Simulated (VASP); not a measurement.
# Ta (I4_1/amd) in VASP: notebook, part 2 of 2

VASP 6.6.1. The steps go on from the part before.

## (3) Single point, PBE

This run uses another cell than the first one, of 19.65 Å³/atom.

File INCAR:

```
  ALGO = Fast
  EDIFF = 1E-6
  ENCUT = 520
  GGA = PE
  ISIF = 2
  ISMEAR = 0
  LASPH = True
  LCHARG = False
  LREAL = False
  LWAVE = False
  NBANDS = 18
  NELM = 100
  PREC = Accurate
  SIGMA = 0.1
```

File KPOINTS:

```
k-points
0
Gamma
  8 8 8
```

File POSCAR:

```
Ta
1.0
   -2.6454644711      2.6454644711      1.4036561092
    2.6454644711     -2.6454644711      1.4036561092
    2.6454644711      2.6454644711     -1.4036561092
Ta
2
Direct
    0.0000000000      0.0000000000      0.0000000000
    0.7500000000      0.2500000000      0.5000000000
```

Potentials or basis: VASP PAW PBE potentials, release 64 (Ta_pv).

Run with:

```bash
$ cat potpaw_PBE.64/Ta_pv/POTCAR > POTCAR
$ mpirun -np 1 vasp_std > vasp.out
```

OUTCAR:

```text
EDIFF = 1E-6
   ENCUT = 520
   GGA = PE
   ISIF = 2
   ISMEAR = 0
   LASPH = True
   LREAL = False
   NELM = 100
   PREC = Accurate

 ion  position               nearest neighbor table
   1  0.000  0.000  0.000-   2 2.74   2 2.74   2 2.74   2 2.74   2 3.38   2 3.38   2 3.38   2 3.38

   2  0.750  0.250  0.500-   1 2.74   1 2.74   1 2.74   1 2.74   1 3.38   1 3.38   1 3.38   1 3.38

  LATTYP: Found a body centered tetragonal cell.
 ALAT       =     5.2909289422
 C/A-ratio  =     0.5305896656

  Lattice vectors:

 A1 = (  -2.6454644711,   2.6454644711,   1.4036561092)
 A2 = (   2.6454644711,  -2.6454644711,   1.4036561092)
 A3 = (   2.6454644711,   2.6454644711,  -1.4036561092)

Analysis of symmetry for initial positions (statically):
=====================================================================
 Subroutine PRICEL returns:
 Original cell was already a primitive cell.

 Routine SETGRP: Setting up the symmetry group for a
 body centered tetragonal supercell.

 Subroutine GETGRP returns: Found 16 space group operations
 (whereof  8 operations were pure point group operations)
 out of a pool of 16 trial point group operations.

The static configuration has the point symmetry D_2d.
 The point group associated with its full space group is D_4h.

Analysis of symmetry for dynamics (positions and initial velocities):
=====================================================================
 Subroutine PRICEL returns:
 Original cell was already a primitive cell.

 Routine SETGRP: Setting up the symmetry group for a
 body centered tetragonal supercell.

 Subroutine GETGRP returns: Found 16 space group operations
 (whereof  8 operations were pure point group operations)
 out of a pool of 16 trial point group operations.

The dynamic configuration has the point symmetry D_2d.
 The point group associated with its full space group is D_4h.
[... 109 lines left out ...]
   PSTRESS=    0.0 pullay stress
   NELECT =      22.0000    total number of electrons
   NUPDOWN=      -1.0000    fix difference up-down
   EMIN   =  10.00;   EMAX   =-10.00  energy-range for DOS
   EFERMI =   0.00;   METHOD = LEGACY
   ISMEAR =     0;   SIGMA  =   0.10  broadening in eV -4-tet -1-fermi 0-gaus
   EFERMI_NEDOS =   21; number of points for ismear=-14 and -15
   IALGO  =     68    algorithm
   IMIX   =      4    mixing-type and parameters
     AMIX     =   0.40;   BMIX     =  1.00
     AMIX_MAG =   1.60;   BMIX_MAG =  1.00
  volume/ion in A,a.u.               =      19.65       132.58
  Fermi-wavevector in a.u.,A,eV,Ry     =   1.349297  2.549801 24.770797  1.820602
  Thomas-Fermi vector in A             =   2.476895
   LORBIT       =      0    0 simple, 1 ext, 2 COOP (PROOUT), +10 PAW based schemes
   GGA     = PE    functional components
   LHFCALC =     F    Hartree Fock is set to
   AEXX    =    0.0000 exact exchange contribution
   IVDW    =     0    specifies the selected vdW correction
   LEPSILON=     F    determine dielectric tensor
   LRPA    =     F    only Hartree local field effects (RPA)
 non-spin polarized calculation
 RMM-DIIS sequential band-by-band and
 Gauss-broadening in eV      SIGMA  =   0.10
  energy-cutoff  :      520.00
  volume of cell :       39.29
 maximum number of plane-waves:      1080
 NGX is ok and might be reduce to    30
   NGX = 15   NGY = 15   NGZ = 15

 number of electron      21.9999997 magnetization

 Free energy of the ion-electron system (eV)
  ---------------------------------------------------
  ext. energy  EPLUGINS =         0.00000000
  ---------------------------------------------------
  free energy    TOTEN  =       -22.13114615 eV

  energy without entropy =      -22.12288839  energy(sigma->0) =      -22.12701727

 E-fermi :   5.1296     XC(G=0): -12.0993

 val. band max:        5.1137523846   @ k =  -0.2500   0.5000   0.1250
 cond. band min:       5.1497486207   @ k =   0.5000   0.1250   0.0000
 fundamental gap:      0.0359962362
 Fermi energy:         5.1296239658

 k-point     1 :       0.0000    0.0000    0.0000
  band No.  band energies     occupation
      1     -29.4769      2.00000
      2     -29.4769      2.00000
      3     -28.4692      2.00000
      4     -28.4692      2.00000
      5     -28.4186      2.00000
      6     -28.4062      2.00000
[... 481 lines left out ...]
      5     -28.7956      2.00000
      6     -28.5173      2.00000
[... 10 lines left out ...]
     17      12.0478      0.00000
     18      13.1407      0.00000

 [... further k-points ...]
[... 5 lines left out ...]
  --------------------------------------------------------------------------------------
  -------------------------------------------------------------------------------------
  Total        0.0360014      0.0360014      0.0015212      0.0000000      0.0000000      0.0000000
  in kB        1.4679291      1.4679291      0.0620267      0.0000000      0.0000000      0.0000000
  external PRESSURE =       0.9992950 kB  Pullay stress =       0.0000000 kB

 VOLUME and BASIS-vectors are now :
 -----------------------------------------------------------------------------
  energy-cutoff  :      520.00
  volume of cell :       39.29
      direct lattice vectors                 reciprocal lattice vectors
    -2.645464471  2.645464471  1.403656109     0.000000000  0.189002727  0.356212606
     2.645464471 -2.645464471  1.403656109     0.189002727  0.000000000  0.356212606
     2.645464471  2.645464471 -1.403656109     0.189002727  0.189002727  0.000000000

 POSITION                                       TOTAL-FORCE (eV/Angst)
 -----------------------------------------------------------------------------------
      0.00000      0.00000      0.00000        -0.000000      0.000000      0.000000
      0.00000      2.64546      0.70183         0.000000     -0.000000     -0.000000
 -----------------------------------------------------------------------------------
    total drift:                                0.000000     -0.000000      0.000000

  FREE ENERGIE OF THE ION-ELECTRON SYSTEM (eV)
  ---------------------------------------------------
  free  energy   TOTEN  =       -22.1311461480 eV

  energy  without entropy=      -22.1228883917  energy(sigma->0) =      -22.12701727
```

OSZICAR:

```text
N       E                     dE             d eps       ncg     rms          rms(c)
DAV:   1     0.174770327658E+03    0.17477E+03   -0.12399E+04  2124   0.124E+03
DAV:   2    -0.183961314417E+02   -0.19317E+03   -0.18978E+03  2658   0.356E+02
DAV:   3    -0.228249372518E+02   -0.44288E+01   -0.43774E+01  2452   0.509E+01
DAV:   4    -0.228598704984E+02   -0.34933E-01   -0.34902E-01  2392   0.480E+00
DAV:   5    -0.228601607916E+02   -0.29029E-03   -0.29027E-03  2422   0.416E-01    0.171E+01
RMM:   6    -0.222830415933E+02    0.57712E+00   -0.60341E-01  2158   0.567E+00    0.846E+00
RMM:   7    -0.221288968183E+02    0.15414E+00   -0.73000E-01  2354   0.586E+00    0.554E-01
RMM:   8    -0.221302456285E+02   -0.13488E-02   -0.50835E-02  2514   0.159E+00    0.529E-01
RMM:   9    -0.221311864464E+02   -0.94082E-03   -0.12940E-02  2630   0.733E-01    0.155E-01
RMM:  10    -0.221310917504E+02    0.94696E-04   -0.20330E-03  2472   0.321E-01    0.311E-02
RMM:  11    -0.221311366843E+02   -0.44934E-04   -0.52326E-04  2787   0.138E-01    0.339E-02
RMM:  12    -0.221311420521E+02   -0.53679E-05   -0.52680E-05  2878   0.402E-02    0.262E-02
RMM:  13    -0.221311443679E+02   -0.23158E-05   -0.13445E-05  2094   0.190E-02    0.128E-02
RMM:  14    -0.221311466641E+02   -0.22962E-05   -0.17497E-06  1510   0.633E-03    0.158E-02
RMM:  15    -0.221311461480E+02    0.51609E-06   -0.59134E-07  1272   0.449E-03
   1 F= -.22131146E+02 E0= -.22127017E+02  d E =-.825776E-02
```

It took 25 s on 1 thread of Intel Xeon 6975P-C (Granite Rapids), shared host; peak memory 0.18 GiB.

What came out:

| Property | Result |
| --- | --- |
| Free energy | -22.1311 eV |
| Pressure | 0.1 GPa |
| Band gap on the k mesh | zero (bands 11 and 12 overlap by 1.47 eV) |

Stress tensor (GPa, compression positive):
```
0.15 0.00 0.00
0.00 0.15 0.00
0.00 0.00 0.01
```

Caveat: spin-orbit coupling is left out, which moves the levels of the heavy elements.

## (4) Relaxation of cell and atoms, PBE

File INCAR:

```
SYSTEM = Ta
ALGO = Normal
EDIFF = 1E-7
EDIFFG = -0.04
ENCUT = 600
GGA = PE
IBRION = 2
ISIF = 3
ISMEAR = 0
LASPH = .TRUE.
LCHARG = .FALSE.
LREAL = .FALSE.
LWAVE = .FALSE.
NELM = 100
NSW = 90
PREC = Accurate
SIGMA = 0.1
```

File KPOINTS:

```
k-points
0
G
  8 8 8
  0 0 0
```

File POSCAR:

```
Ta
1.0
   -2.5910636501      2.5910636501      1.4134730508
    2.5910636501     -2.5910636501      1.4134730508
    2.5910636501      2.5910636501     -1.4134730508
Ta
2
Direct
    0.0000000000      0.0000000000      0.0000000000
    0.7500000000      0.2500000000      0.5000000000
```

Run with:

```bash
$ cat potpaw_PBE.64/Ta_pv/POTCAR > POTCAR
$ mpirun -np 1 vasp_std > vasp.out
```

Run time: 62 s. Hardware: 1 thread of Intel Xeon 6975P-C (Granite Rapids), shared host; peak memory 0.2 GiB.

It converged, with:

| Property | Result |
| --- | --- |
| Free energy | -22.1315 eV |
| Relaxed volume | 19.66 Å³/atom |
| Relaxed cell | a = 3.997 Å, b = 3.997 Å, c = 3.997 Å, α = 97.08°, β = 97.08°, γ = 138.89° |
| Space group after relaxing (to 0.1 Å) | I4_1/amd (No. 141) |
| Energy gained by relaxing | 19.3 meV/atom |
| Ionic steps | 6 |
| Pressure after relaxing | 0.0 GPa |
| Band gap on the k mesh | zero (bands 11 and 12 overlap by 1.47 eV) |

The path:
```tsv
step	energy change (eV)	largest force (eV/Å)	pressure (GPa)	volume (Å³)
1	0.0000	0.0000	6.01	37.96
2	0.0439	0.0000	-9.34	41.99
3	-0.0339	0.0000	-0.87	39.51
4	-0.0339	0.0000	-0.74	39.47
5	-0.0380	0.0000	0.28	39.27
6	-0.0385	0.0000	0.02	39.32
```

Final structure:
```
Ta
1.0
    -2.64654    2.64654    1.40337
     2.64654   -2.64654    1.40337
     2.64654    2.64654   -1.40337
Ta
2
Cartesian
  0.0000 0.0000 0.0000
  0.0000 2.6465 0.7017
```

Levels at points of the mesh, in eV from the Fermi level:
| k point | band 9 | band 10 | band 11 | band 12 | band 13 | band 14 |
| --- | --- | --- | --- | --- | --- | --- |
| (0.00, 0.00, 0.00) | -2.35 | -2.26 | -1.11 | 3.31 | 3.31 | 3.37 |
| (0.50, 0.00, 0.00) | -2.04 | -1.30 | 0.39 | 0.84 | 0.91 | 3.06 |
| (0.50, 0.50, 0.00) | -1.64 | -1.64 | -0.06 | -0.06 | 1.49 | 1.49 |
| (0.50, 0.50, 0.50) | -1.07 | -1.07 | -0.14 | -0.14 | 2.35 | 2.35 |

Caveat: spin-orbit coupling is left out, which moves the levels of the heavy elements.

## (5) Summary

```tsv
task	cell	cutoff (eV)	gap on the mesh (eV)	pressure (GPa)
single point	a = 3.927 Å, angles 97.4, 97.4, 137.8°, 2 atoms	520	none	6.0
single point	a = 3.996 Å, angles 97.1, 97.1, 138.9°, 2 atoms	520	none	0.1
relaxation of cell and atoms	relaxed from a = 3.927 Å, angles 97.4, 97.4, 137.8°, 2 atoms	600	none	0.0
```

Alike in all rows: level PBE; potentials or basis VASP PAW PBE potentials, release 64 (Ta_pv); no spin polarisation; k mesh 8 × 8 × 8; smearing gaussian 0.1 eV.

Caveats: spin-orbit coupling is left out, which moves the levels of the heavy elements; the cell stands under pressure (at least some runs).

Absolute energies hang on the potentials; compare differences alone.
